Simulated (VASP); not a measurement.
# GeSe (Pnma) in VASP: single point with PBE

Aim: the single point of GeSe with PBE.

Everything below comes from runs of VASP 6.6.1. Logs are shortened: lines on timing, memory, paths and dates and some standing lists are left out, and cuts for length are marked.

## 1. The cell of the first run

Symmetry: Pnma, No. 62, orthorhombic system. Conventional cell: a = 10.820 Å, b = 3.850 Å, c = 4.268 Å, α = 90.00°, β = 90.00°, γ = 90.00°. Within 3.4 Å of Ge (site symmetry m) lie 6 Se at 2.59 to 3.29 Å and 2 Ge at 3.35 Å. Se (site symmetry m) has 6 Ge at 2.59 to 3.29 Å within 3.4 Å.

## 2. Single point, PBE (z stretched by -3 %, then relaxed in part)

INCAR

```
PREC = Accurate
ENCUT = 500
EDIFF = 1E-6
ISMEAR = -1
SIGMA = 0.02
LREAL = False
LASPH = True
NELM = 120
ALGO = Normal
ISIF = 2
LWAVE = False
LCHARG = True
GGA = PE
LELF = True
LVHAR = True
NBANDS = 50
GGA_COMPAT = False
```

KPOINTS

```
regular mesh
0
Gamma
  4 11 10
```

POSCAR

```
GeSe
1.0
   10.8200000000      0.0000000000      0.0000000000
    0.0000000000      3.8500000000      0.0000000000
    0.0000000000      0.0000000000      4.2680000000
Ge Se
4 4
Direct
    0.1194827864      0.2500000000      0.1077471461
    0.8805172136      0.7500000000      0.8922528539
    0.3805172136      0.7500000000      0.6077471461
    0.6194827864      0.2500000000      0.3922528539
    0.8553861447      0.2500000000      0.4916372350
    0.1446138553      0.7500000000      0.5083627650
    0.6446138553      0.7500000000     -0.0083627650
    0.3553861447      0.2500000000      0.0083627650
```

Potentials or basis: VASP PAW PBE potentials, release 64 (Ge_d, Se).

Command:

```
$ cat potpaw_PBE.64/Ge_d/POTCAR potpaw_PBE.64/Se/POTCAR > POTCAR
$ mpirun -np 1 vasp_std > vasp.out
```

OUTCAR:

```text
PREC = Accurate
   ENCUT = 500
   EDIFF = 1E-6
   ISMEAR = -1
   LREAL = False
   LASPH = True
   NELM = 120
   ISIF = 2
   GGA = PE

 ion  position               nearest neighbor table
   1  0.119  0.250  0.108-   8 2.59   6 2.59   6 2.59
   2  0.881  0.750  0.892-   7 2.59   5 2.59   5 2.59
   3  0.381  0.750  0.608-   6 2.59   8 2.59   8 2.59
   4  0.619  0.250  0.392-   5 2.59   7 2.59   7 2.59
   5  0.855  0.250  0.492-   4 2.59   2 2.59   2 2.59
   6  0.145  0.750  0.508-   3 2.59   1 2.59   1 2.59
   7  0.645  0.750  0.992-   2 2.59   4 2.59   4 2.59
   8  0.355  0.250  0.008-   1 2.59   3 2.59   3 2.59

  LATTYP: Found a simple orthorhombic cell.
 ALAT       =     3.8500000000
 B/A-ratio  =     1.1085714286
 C/A-ratio  =     2.8103896104

  Lattice vectors:

 A1 = (   0.0000000000,   3.8500000000,   0.0000000000)
 A2 = (   0.0000000000,   0.0000000000,   4.2680000000)
 A3 = (  10.8200000000,   0.0000000000,   0.0000000000)

Analysis of symmetry for initial positions (statically):
=====================================================================
 Subroutine PRICEL returns:
 Original cell was already a primitive cell.

 Routine SETGRP: Setting up the symmetry group for a
 simple orthorhombic supercell.

 Subroutine GETGRP returns: Found  8 space group operations
 (whereof  2 operations were pure point group operations)
 out of a pool of  8 trial point group operations.

The static configuration has the point symmetry S_2 .
 The point group associated with its full space group is D_2h.

Analysis of symmetry for dynamics (positions and initial velocities):
=====================================================================
 Subroutine PRICEL returns:
 Original cell was already a primitive cell.

 Routine SETGRP: Setting up the symmetry group for a
 simple orthorhombic supercell.

 Subroutine GETGRP returns: Found  8 space group operations
 (whereof  2 operations were pure point group operations)
 out of a pool of  8 trial point group operations.

The dynamic configuration has the point symmetry S_2 .
 The point group associated with its full space group is D_2h.

 Subroutine INISYM returns: Found  8 space group operations
 (whereof  2 operations are pure point group operations),
 and found     1 'primitive' translations

----------------------------------------------------------------------------------------

                                     Primitive cell

  volume of cell :     177.7921

  direct lattice vectors                    reciprocal lattice vectors
    10.820000000  0.000000000  0.000000000     0.092421442  0.000000000  0.000000000
     0.000000000  3.850000000  0.000000000     0.000000000  0.259740260  0.000000000
     0.000000000  0.000000000  4.268000000     0.000000000  0.000000000  0.234301781

  length of vectors
    10.820000000  3.850000000  4.268000000     0.092421442  0.259740260  0.234301781

  position of ions in fractional coordinates (direct lattice)
     0.119482786  0.250000000  0.107747146
     0.880517214  0.750000000  0.892252854
     0.380517214  0.750000000  0.607747146
     0.619482786  0.250000000  0.392252854
     0.855386145  0.250000000  0.491637235
     0.144613855  0.750000000  0.508362765
     0.644613855  0.750000000  0.991637235
     0.355386145  0.250000000  0.008362765

  ion indices of the primitive-cell ions
   primitive index   ion index
                 1           1
                 2           2
                 3           3
                 4           4
                 5           5
                 6           6
                 7           7
                 8           8

----------------------------------------------------------------------------------------

 KPOINTS: regular mesh

Automatic generation of k-mesh.
 Grid dimensions read from file:
 generate k-points for:    4   11   10

 Generating k-lattice:

  Cartesian coordinates                     Fractional coordinates (reciprocal lattice)
     0.023105360  0.000000000  0.000000000     0.250000000  0.000000000  0.000000000
     0.000000000  0.023612751  0.000000000     0.000000000  0.090909091  0.000000000
     0.000000000  0.000000000  0.023430178     0.000000000  0.000000000  0.100000000

  Length of vectors
     0.023105360  0.023612751  0.023430178

  Shift w.r.t. Gamma in fractional coordinates (k-lattice)
     0.000000000  0.000000000  0.000000000

 Subroutine IBZKPT returns following result:
 ===========================================

 Found    108 irreducible k-points:

 Following reciprocal coordinates:
            Coordinates               Weight
  0.000000  0.000000  0.000000      1.000000
  0.250000  0.000000  0.000000      2.000000
  0.500000  0.000000  0.000000      1.000000
  0.000000  0.090909  0.000000      2.000000
  0.250000  0.090909  0.000000      4.000000
  0.500000  0.090909  0.000000      2.000000
[... 16 lines left out ...]
  0.250000  0.090909  0.100000      8.000000
  0.500000  0.090909  0.100000      4.000000
 [... further k-points ...]
   k-points           NKPTS =    108   k-points in BZ     NKDIM =    108   number of bands    NBANDS=     50
   number of dos      NEDOS =    301   number of ions     NIONS =      8
   total plane-waves  NPLWV =  71680
   dimension x,y,z NGX =    80 NGY =   28 NGZ =   32
   dimension x,y,z NGXF=   160 NGYF=   56 NGZF=   64
   ions per type =               4   4
   NGX,Y,Z   is equivalent  to a cutoff of  12.29, 12.09, 12.46 a.u.
   NGXF,Y,Z  is equivalent  to a cutoff of  24.58, 24.18, 24.93 a.u.
 SYSTEM =  unknown system
   PREC   = accura    normal or accurate (medium, high low for compatibility)
   ISTART =      0    job   : 0-new  1-cont  2-samecut
   ICHARG =      2    charge: 1-file 2-atom 10-const
   ISPIN  =      1    spin polarized calculation?
   LNONCOLLINEAR =      F non collinear calculations
   LSORBIT =      F    spin-orbit coupling
   LASPH  =      T    aspherical Exc in radial PAW
   ENCUT  =  500.0 eV  36.75 Ry    6.06 a.u.  19.73  7.02  7.78*2*pi/ulx,y,z
   NELM   =    120;   NELMIN=  2; NELMDL= -5     # of ELM steps
   EDIFF  = 0.1E-05   stopping-criterion for ELM
   LREAL  =      F    real-space projection
   EDIFFG = 0.1E-04   stopping-criterion for IOM
   NSW    =      0    number of steps for IOM
   IBRION =     -1    ionic relax: 0-MD 1-quasi-New 2-CG
   NFREE  =      0    steps in history (QN), initial steepest desc. (CG)
   ISIF   =      2    stress and relaxation
   ISYM   =      2    0-nonsym 1-usesym 2-fastsym
   POTIM  = 0.5000    time-step for ionic-motion
   TEBEG  =    0.0;   TEEND  =   0.0 temperature during run
   PSTRESS=    0.0 pullay stress
   NELECT =      80.0000    total number of electrons
   NUPDOWN=      -1.0000    fix difference up-down
   EMIN   =  10.00;   EMAX   =-10.00  energy-range for DOS
   EFERMI =   0.00;   METHOD = LEGACY
   ISMEAR =    -1;   SIGMA  =   0.02  broadening in eV -4-tet -1-fermi 0-gaus
   EFERMI_NEDOS =   21; number of points for ismear=-14 and -15
   IALGO  =     38    algorithm
   IMIX   =      4    mixing-type and parameters
     AMIX     =   0.40;   BMIX     =  1.00
     AMIX_MAG =   1.60;   BMIX_MAG =  1.00
  volume/ion in A,a.u.               =      22.22       149.98
  Fermi-wavevector in a.u.,A,eV,Ry     =   1.254490  2.370643 21.412118  1.573746
  Thomas-Fermi vector in A             =   2.388293
   LORBIT       =      0    0 simple, 1 ext, 2 COOP (PROOUT), +10 PAW based schemes
   GGA     = PE    functional components
   LHFCALC =     F    Hartree Fock is set to
   AEXX    =    0.0000 exact exchange contribution
   IVDW    =     0    specifies the selected vdW correction
   LEPSILON=     F    determine dielectric tensor
   LRPA    =     F    only Hartree local field effects (RPA)
 non-spin polarized calculation
  energy-cutoff  :      500.00
  volume of cell :      177.79
 maximum number of plane-waves:      4560
 NGX is ok and might be reduce to    80
   NGX = 39   NGY = 15   NGZ = 15

 number of electron      79.9999964 magnetization

 Free energy of the ion-electron system (eV)
  ---------------------------------------------------
  ext. energy  EPLUGINS =         0.00000000
  ---------------------------------------------------
  free energy    TOTEN  =       -33.73133689 eV

  energy without entropy =      -33.73133660  energy(sigma->0) =      -33.73133675

 E-fermi :   4.9568     XC(G=0): -10.1152

 val. band max:        4.7542009415   @ k =   0.0000   0.0000   0.4000
 cond. band min:       5.1533846146   @ k =   0.0000   0.0000   0.1000
 fundamental gap:      0.3991836731
 Fermi energy:         4.9568480100

 k-point     1 :       0.0000    0.0000    0.0000
  band No.  band energies     occupation
      1     -19.9143      2.00000
      2     -19.9110      2.00000
      3     -19.9093      2.00000
      4     -19.9092      2.00000
      5     -19.9080      2.00000
      6     -19.9075      2.00000
[... 42 lines left out ...]
     49       9.6305      0.00000
     50       9.9474      0.00000

 k-point     2 :       0.2500    0.0000    0.0000
  band No.  band energies     occupation
      1     -19.9139      2.00000
      2     -19.9117      2.00000
      3     -19.9092      2.00000
      4     -19.9087      2.00000
      5     -19.9084      2.00000
      6     -19.9075      2.00000
[... 42 lines left out ...]
     49       9.9483      0.00000
     50      10.0396      0.00000

 k-point     3 :       0.5000    0.0000    0.0000
  band No.  band energies     occupation
      1     -19.9129      2.00000
      2     -19.9129      2.00000
      3     -19.9088      2.00000
      4     -19.9088      2.00000
      5     -19.9080      2.00000
      6     -19.9080      2.00000
[... 1102 lines left out ...]
     49       9.1995      0.00000
     50       9.8297      0.00000

 k-point    24 :       0.5000    0.0909    0.1000
  band No.  band energies     occupation
      1     -19.9123      2.00000
      2     -19.9123      2.00000
      3     -19.9093      2.00000
      4     -19.9093      2.00000
      5     -19.9075      2.00000
      6     -19.9075      2.00000
[... 42 lines left out ...]
     49       9.6124      0.00000
     50       9.7021      0.00000

 [... further k-points ...]

------------------------ aborting loop because EDIFF is reached ----------------------------------------

  FORCE on cell =-STRESS in cart. coord.  units (eV):
  Direction    XX          YY          ZZ          XY          YZ          ZX
  --------------------------------------------------------------------------------------
  -------------------------------------------------------------------------------------
  Total        2.4521016      3.5769656      3.4726613      0.0000000      0.0000000      0.0000000
  in kB       22.0971691     32.2339064     31.2939662      0.0000000      0.0000000      0.0000000
  external PRESSURE =      28.5416806 kB  Pullay stress =       0.0000000 kB

 VOLUME and BASIS-vectors are now :
 -----------------------------------------------------------------------------
  energy-cutoff  :      500.00
  volume of cell :      177.79
      direct lattice vectors                 reciprocal lattice vectors
    10.820000000  0.000000000  0.000000000     0.092421442  0.000000000  0.000000000
     0.000000000  3.850000000  0.000000000     0.000000000  0.259740260  0.000000000
     0.000000000  0.000000000  4.268000000     0.000000000  0.000000000  0.234301781

 POSITION                                       TOTAL-FORCE (eV/Angst)
 -----------------------------------------------------------------------------------
      1.29280      0.96250      0.45986         0.000020      0.000000     -0.032688
      9.52720      2.88750      3.80814        -0.000020     -0.000000      0.032688
      4.11720      2.88750      2.59386        -0.000020     -0.000000     -0.032688
      6.70280      0.96250      1.67414         0.000020      0.000000      0.032688
      9.25528      0.96250      2.09831        -0.004524      0.000000     -0.028814
      1.56472      2.88750      2.16969         0.004524      0.000000      0.028814
      6.97472      2.88750      4.23231         0.004524      0.000000     -0.028814
      3.84528      0.96250      0.03569        -0.004524      0.000000      0.028814
 -----------------------------------------------------------------------------------
    total drift:                                0.000000     -0.000000     -0.000000

  FREE ENERGIE OF THE ION-ELECTRON SYSTEM (eV)
  ---------------------------------------------------
  free  energy   TOTEN  =       -33.7313368930 eV

  energy  without entropy=      -33.7313366008  energy(sigma->0) =      -33.73133675
```

It took 12 min on 1 thread of Intel Xeon Platinum 8259CL at 2.50GHz (Skylake/Cascade Lake), shared host; peak memory 0.72 GiB.

Results:

* Free energy: -33.7313 eV
* Pressure: 2.9 GPa
* Largest force: 0.033 eV/Å
* Band gap on the k mesh: 0.40 eV (least direct gap 0.70 eV)

Forces on the atoms (eV/Å):
```
Ge   0.000  0.000 -0.033
Ge   0.000  0.000  0.033
Ge   0.000  0.000 -0.033
Ge   0.000  0.000  0.033
Se  -0.005  0.000 -0.029
Se   0.005  0.000  0.029
Se   0.005  0.000 -0.029
Se  -0.005  0.000  0.029
```

Caveat: the cell differs from its parent crystal (z stretched by -3 %, then relaxed in part); semilocal functionals underestimate gaps, and a narrow one can read as zero. A k mesh can miss the band edges.
